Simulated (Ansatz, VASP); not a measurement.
Cd: VASP beside Ansatz

```
CELL_PARAMETERS angstrom
0.00000 3.29184 3.29184
3.29184 0.00000 3.29184
3.29184 3.29184 0.00000
ATOMIC_POSITIONS crystal
Cd 0.12500 0.12500 0.12500
Cd 0.87500 0.87500 0.87500
```

Alike in both runs: task single point; functional revPBE; k mesh 9 × 9 × 9; occupations fermi-dirac, width 0.1 eV; no spin polarisation.

```csv
,VASP,Ansatz
version,VASP 6.6.1,Ansatz 0.2.0
potentials or method,"VASP PAW PBE potentials, release 64 (Cd), cutoff 520 eV","plane waves (420 eV) with PAW, scalar-relativistic"
valence electrons in the cell,24,40
```

|  | VASP | Ansatz | Ansatz less VASP |
| --- | --- | --- | --- |
| pressure (GPa) | 2.0 | 1.8 | -0.16 |

VASP's potentials were made for PBE, not for revPBE. VASP's potentials hold 24 valence electrons a cell and Ansatz's 40, so a difference there can come from the potentials and not from the codes.
